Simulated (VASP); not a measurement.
Crystal: Co.

```
Co
1.0
     4.45786    0.00000    0.00000
     0.00000    4.45786    0.00000
     0.00000    0.00000    4.45786
Co
8
Cartesian
  0.0000 0.0000 0.0000
  2.2289 2.2289 2.2289
  1.1145 0.0000 2.2289
  3.3434 0.0000 2.2289
  2.2289 1.1145 0.0000
  2.2289 3.3434 0.0000
  0.0000 2.2289 1.1145
  0.0000 2.2289 3.3434
```

* Program: VASP 6.6.1
* Task: relaxation of cell and atoms
* Functional: PBEsol
* Potentials or basis: VASP PAW PBE potentials, release 64 (Co)
* Cutoff: 600 eV
* k mesh: 6 × 6 × 6
* Occupations: fermi-dirac, width 0.05 eV
* Spin: collinear spin, ferromagnetic start
* Starting moments: [1.7, 1.7, 1.7, 1.7, 1.7, 1.7, 1.7, 1.7] μB

At the start: pressure -9.4 GPa; volume 11.07 Å³/atom.

Problem. Where does the relaxation end?

Solution. Over 3 steps the energy falls by 15.3 meV/atom and the volume is 10.57 Å³/atom (-4.5 %); space group Pm-3n (No. 223, to 0.1 Å) before and after; moment 13.10 μB per cell.

The path:
```
step  energy change (eV)  largest force (eV/Å)  pressure (GPa)  volume (Å³)
   1              0.0000                0.0000           -9.42        88.59
   2              0.0273                0.0000           12.54        80.50
   3             -0.1227                0.0000           -0.09        84.60
```

Final structure:
```xyz
8
Lattice="4.3898 0.0000 0.0000 0.0000 4.3898 0.0000 0.0000 0.0000 4.3898" Properties=species:S:1:pos:R:3 pbc="T T T"
Co    0.0000    0.0000    0.0000
Co    2.1949    2.1949    2.1949
Co    1.0975    0.0000    2.1949
Co    3.2924    0.0000    2.1949
Co    2.1949    1.0975    0.0000
Co    2.1949    3.2924    0.0000
Co    0.0000    2.1949    1.0975
Co    0.0000    2.1949    3.2924
```

Caveat: the PAW data sets were made with another functional, which shifts forces and pressure a little.
